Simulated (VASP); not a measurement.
Runs of VASP 6.6.1 on KF. The structure is that of space group Fm-3m (No. 225), or close to it. The cells are those of the table. 

| cell | smearing | gap on the mesh (eV) | pressure (GPa) |
| --- | --- | --- | --- |
| a = 3.753 Å, angles 60.0°, 2 atoms | gaussian 0.02 eV | 6.27 | 2.2 |
| a = 3.793 Å, angles 60.0°, 2 atoms | gaussian 0.02 eV | 6.11 | 1.0 |
| a = 3.833 Å, angles 60.0°, 2 atoms | gaussian 0.01 eV | 5.95 | (b) |
| a = 3.870 Å, angles 60.0°, 2 atoms | gaussian 0.02 eV | (c) | -0.8 |
| a = 3.907 Å, angles 60.0°, 2 atoms | gaussian 0.02 eV | (a) | -1.5 |
| a = 3.955 Å, angles 60.0°, 2 atoms | gaussian 0.02 eV | 5.50 | -2.2 |

Alike in all rows: task single point; level PBE; potentials or basis VASP PAW PBE potentials, release 64 (K_sv, F); no spin polarisation; k mesh 8 × 8 × 8; cutoff (eV) 600.

Task: Fill in the values left out.

Result: (a) 5.67; (b) 0.0; (c) 5.81.

A k mesh can miss the band edges.
